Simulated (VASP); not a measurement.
# Mg in VASP: notebook, part 2 of 2

VASP 6.6.1.

**4. Electric field gradients, PBEsol (equal xy, yz and zx shear strains of -1 %)**

The input, INCAR:

```
  PREC = Accurate
  ENCUT = 520
  EDIFF = 1E-8
  ISMEAR = -1
  SIGMA = 0.08
  LREAL = False
  LASPH = True
  NELM = 60
  ALGO = Normal
  ISIF = 2
  LWAVE = False
  LCHARG = False
  GGA = PS
  LEFG = True
  NBANDS = 9
```

The input, KPOINTS:

```
regular mesh
0
Gamma
  12 12 7
```

The input, POSCAR:

```
Mg
1.0
    3.2092715325     -0.0160463577     -0.0160463577
   -1.6185323196      2.7873338536     -0.0058733745
   -0.0260516500     -0.0260516500      5.2103300000
Mg
2
Direct
    0.3333333333      0.6666666667      0.2500000000
    0.6666666667      0.3333333333      0.7500000000
```

Potentials or basis: VASP PAW PBE potentials, release 64 (Mg).

Command:

```sh
> cat potpaw_PBE.64/Mg/POTCAR > POTCAR
> mpirun -np 1 vasp_std > vasp.out
```

OUTCAR:

```text
PREC = Accurate
   ENCUT = 520
   EDIFF = 1E-8
   ISMEAR = -1
   LREAL = False
   LASPH = True
   NELM = 60
   ISIF = 2
   GGA = PS

 ion  position               nearest neighbor table
   1  0.333  0.667  0.250-   2 3.17   2 3.18   2 3.20   2 3.21   2 3.21   2 3.21
   2  0.667  0.333  0.750-   1 3.17   1 3.18   1 3.20   1 3.21   1 3.21   1 3.21

  LATTYP: Found a triclinic cell.
 ALAT       =     3.1954602334
 B/A-ratio  =     1.0043472705
 C/A-ratio  =     1.6305820996
 COS(alpha) =     0.0099745013
 COS(beta)  =     0.0136846555
 COS(gamma) =     0.4934979113

  Lattice vectors:

 A1 = (   1.5907392129,   2.7712874959,  -0.0219197322)
 A2 = (   3.2092715325,  -0.0160463577,  -0.0160463577)
 A3 = (   0.0260516500,   0.0260516500,  -5.2103300000)

Analysis of symmetry for initial positions (statically):
=====================================================================
 Subroutine PRICEL returns:
 Original cell was already a primitive cell.

 Routine SETGRP: Setting up the symmetry group for a
 triclinic supercell.

 Subroutine GETGRP returns: Found  2 space group operations
 (whereof  2 operations were pure point group operations)
 out of a pool of  2 trial point group operations.

The static configuration has the point symmetry S_2 .

Analysis of symmetry for dynamics (positions and initial velocities):
=====================================================================
 Subroutine PRICEL returns:
 Original cell was already a primitive cell.

 Routine SETGRP: Setting up the symmetry group for a
 triclinic supercell.

 Subroutine GETGRP returns: Found  2 space group operations
 (whereof  2 operations were pure point group operations)
 out of a pool of  2 trial point group operations.

[... 162 lines left out ...]
      7      13.5692      0.00000
      8      14.2905      0.00000
      9      15.8583      0.00000
[... 265 lines left out ...]
 k-point    24 :       0.3333    0.1667    0.0000
  band No.  band energies     occupation
      1      -0.5870      2.00000
      2       2.4382      1.31349
      3       4.3526      0.00000
      4       4.7583      0.00000
      5       5.8539      0.00000
      6       7.3756      0.00000
      7       8.5068      0.00000
      8      10.3536      0.00000
      9      11.3112      0.00000

 [... further k-points ...]
[... 5 lines left out ...]
  --------------------------------------------------------------------------------------
  -------------------------------------------------------------------------------------
  Total       -0.2658666     -0.2660322     -0.4806396      0.0465344      0.0533632      0.0533428
  in kB       -9.1663871     -9.1720976    -16.5712028      1.6043847      1.8398230      1.8391199
  external PRESSURE =     -11.6365625 kB  Pullay stress =       0.0000000 kB

 VOLUME and BASIS-vectors are now :
 -----------------------------------------------------------------------------
  energy-cutoff  :      520.00
  volume of cell :       46.47
      direct lattice vectors                 reciprocal lattice vectors
     3.209271532 -0.016046358 -0.016046358     0.312516921  0.181475657  0.002469963
    -1.618532320  2.787333854 -0.005873375     0.001808138  0.359819528  0.001808138
    -0.026051650 -0.026051650  5.210330000     0.000964503  0.000964503  0.191936068

 POSITION                                       TOTAL-FORCE (eV/Angst)
 -----------------------------------------------------------------------------------
     -0.01578      1.84636      1.29332         0.008301      0.000034      0.000439
      1.58046      0.89887      3.89509        -0.008301     -0.000034     -0.000439
 -----------------------------------------------------------------------------------
    total drift:                                0.000000     -0.000000     -0.000000

  FREE ENERGIE OF THE ION-ELECTRON SYSTEM (eV)
  ---------------------------------------------------
  free  energy   TOTEN  =        -3.4500454677 eV

  energy  without entropy=       -3.4318981308  energy(sigma->0) =       -3.44097180

 Electric field gradients (V/A^2)
---------------------------------------------------------------------
 ion       V_xx      V_yy      V_zz      V_xy      V_xz      V_yz
---------------------------------------------------------------------
   1      -0.456    -0.466     0.922    -0.256    -0.236    -0.235
   2      -0.456    -0.466     0.922    -0.256    -0.236    -0.235
---------------------------------------------------------------------

 Electric field gradients after diagonalization (V/A^2)
 (convention: |V_zz| > |V_xx| > |V_yy|)
----------------------------------------------------------------------
 ion       V_xx      V_yy      V_zz     asymmetry (V_yy - V_xx)/ V_zz
----------------------------------------------------------------------
   1      -0.782    -0.205     0.987       0.584
   2      -0.782    -0.205     0.987       0.584
----------------------------------------------------------------------

           NMR quadrupolar parameters

 Cq : quadrupolar parameter    Cq=e*Q*V_zz/h
 eta: asymmetry parameters     (V_yy - V_xx)/ V_zz
 Q  : nuclear electric quadrupole moment in mb (millibarn)
----------------------------------------------------------------------
 ion       Cq(MHz)       eta       Q (mb)
----------------------------------------------------------------------
   1       0.002       0.584       1.000
   2       0.002       0.584       1.000
----------------------------------------------------------------------
```

OSZICAR:

```text
N       E                     dE             d eps       ncg     rms          rms(c)
DAV:   1    -0.769028821205E+00   -0.76903E+00   -0.12964E+03  9108   0.315E+02
DAV:   2    -0.342910742437E+01   -0.26601E+01   -0.25700E+01 12264   0.271E+01
DAV:   3    -0.347008414222E+01   -0.40977E-01   -0.40602E-01 11603   0.275E+00
DAV:   4    -0.347020771019E+01   -0.12357E-03   -0.12356E-03 11706   0.150E-01
DAV:   5    -0.347020825299E+01   -0.54281E-06   -0.54317E-06 11291   0.948E-03    0.969E-01
DAV:   6    -0.345970549547E+01    0.10503E-01   -0.65209E-04 10550   0.163E-01    0.617E-01
DAV:   7    -0.345004026594E+01    0.96652E-02   -0.27018E-03  9470   0.296E-01    0.321E-02
DAV:   8    -0.345004607076E+01   -0.58048E-05   -0.20555E-05 13085   0.276E-02    0.644E-03
DAV:   9    -0.345004565239E+01    0.41837E-06   -0.92508E-07 10057   0.406E-03    0.568E-04
DAV:  10    -0.345004550123E+01    0.15117E-06   -0.48304E-09 12285   0.370E-04    0.170E-04
DAV:  11    -0.345004547150E+01    0.29730E-07   -0.36936E-10  5645   0.135E-04    0.115E-05
DAV:  12    -0.345004546770E+01    0.37987E-08   -0.24083E-11  5249   0.194E-05
   1 F= -.34500455E+01 E0= -.34409718E+01  d E =-.181473E-01
```

stdout:

```text
POSCAR found type information on POSCAR Mg
 POSCAR found :  1 types and       2 ions
 scaLAPACK will be used
 -----------------------------------------------------------------------------
[... 27 lines left out ...]
     0.0000464     0.0156161     0.0115064    -0.0131759     0.0115376    -0.0003532
     0.0000638     0.0156161     0.0115064    -0.0131759     0.0115376    -0.0003532
     0.0000879     0.0156161     0.0115064    -0.0131759     0.0115376    -0.0003532

     0.0000337     0.2467116     0.2256249    -0.7174328     0.2263997    -0.0043762
     0.0000464     0.2467114     0.2256248    -0.7174323     0.2263995    -0.0043762
     0.0000638     0.2467112     0.2256245    -0.7174315     0.2263993    -0.0043762
     0.0000879     0.2467107     0.2256241    -0.7174302     0.2263988    -0.0043762
```

Run time: 1.8 min. Hardware: 1 thread of Oxide Virtual Turin-like, shared host; peak memory 0.29 GiB.

What came out:

```
Free energy            : -3.4500 eV
Pressure               : -1.2 GPa
Largest force          : 0.008 eV/Å
Band gap on the k mesh : zero (band 2 reaches 3.53 eV, above the bottom of band 3 at 1.29 eV)
```

Forces in eV/Å, atoms in the order of the input:
```
Mg   0.008  0.000  0.000
Mg  -0.008  0.000  0.000
```

Electric field gradients, principal values (V/Å²):
```csv
atom,least,middle,greatest (by size)
1 Mg,-0.205,-0.782,0.987
2 Mg,-0.205,-0.782,0.987
```

Caveat: the cell differs from its parent crystal (equal xy, yz and zx shear strains of -1 %); without QUAD_EFG the Cq values of the log hold for a quadrupole moment of 1 mb, not for the nuclei; the PAW data sets were made with another functional, which shifts forces and pressure a little.
